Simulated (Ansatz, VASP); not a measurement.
## Two plane-wave programs on AlN

INCAR

```
SYSTEM = AlN
ALGO     = Normal         ! electronic algorithm
EDIFF    = 1E-6           ! SCF threshold, eV
ENCUT    = 520            ! plane-wave cutoff, eV
ISIF     = 2              ! what is computed and relaxed
ISMEAR   = 0              ! smearing method
LASPH    = .TRUE.         ! aspherical terms in the spheres
LCHARG   = .FALSE.        ! write CHGCAR
LREAL    = .FALSE.        ! projectors in reciprocal space
LWAVE    = .FALSE.        ! write WAVECAR
NBANDS   = 16             ! bands
NELM     = 60             ! most SCF steps
PREC     = Accurate       ! precision mode
SIGMA    = 0.05           ! smearing width, eV
```

KPOINTS

```
k-points
0
G
  9 9 6
  0 0 0
```

The input POSCAR:

```
AlN
1.0
    3.0887424016      0.0000000000      0.0000000000
   -1.5443712008      2.6749293856      0.0000000000
    0.0000000000      0.0000000000      4.9437688231
Al N
2 2
Direct
    0.3271340864      0.6988170481      0.0015212672
    0.6728659136      0.3011829519      0.5015212672
    0.3388651213      0.6379778447      0.3834787328
    0.6611348787      0.3620221553      0.8834787328
```

Input for Ansatz:

```yaml
crystal:
  lattice:
    - [3.0887424016, 0.0, 0.0]
    - [-1.5443712008, 2.6749293856, 0.0]
    - [0.0, 0.0, 4.9437688231]
  atoms:
    - { symbol: Al, position: [0.3271340864, 0.6988170481, 0.0015212672] }
    - { symbol: Al, position: [0.6728659136, 0.3011829519, 0.5015212672] }
    - { symbol: "N", position: [0.3388651213, 0.6379778447, 0.3834787328] }
    - { symbol: "N", position: [0.6611348787, 0.3620221553, 0.8834787328] }
basis:
  ecutwfc: 520.0
kpoints:
  mp_grid: { grid: [9, 9, 6] }
hamiltonian:
  xc: lda
scf:
  occupations: { method: gaussian, width: 0.05 }
output:
  forces: true
  stress: true
  eigenvalues: true
```

Change from the starting cell: mode 4 frozen in at -0.069 Å and mode 5 at +0.086 Å (largest displacements).

Alike in both runs: task single point; functional LDA; k mesh 9 × 9 × 6; occupations gaussian, width 0.05 eV; no spin polarisation.

|  | VASP | Ansatz |
| --- | --- | --- |
| version | VASP 6.6.1 | Ansatz 0.2.0 |
| potentials or method | VASP PAW LDA potentials, release 64 (Al, N), cutoff 520 eV | scalar-relativistic, plane waves, PAW |
| valence electrons in the cell | 16 | 16 |

VASP gave:

```
gap on the k mesh at the Fermi level (eV)                     : 4.28
least direct gap on the mesh (eV)                             : 4.28
pressure (GPa)                                                : 0.2
traceless stress, the component that is largest in VASP (GPa) : -0.58
rms of the force components (eV/Å)                            : 0.280
```

Question: Which values does Ansatz return?

Answer: gap on the k mesh at the Fermi level (eV): 4.27; least direct gap on the mesh (eV): 4.27; pressure (GPa): -0.4; traceless stress, the component that is largest in VASP (GPa): -0.62; rms of the force components (eV/Å): 0.280.

LDA's correlation is that of Perdew and Zunger in VASP and of Perdew and Wang (1992) in Ansatz. Atom by atom the forces differ by 0.003 eV/Å (rms over components).
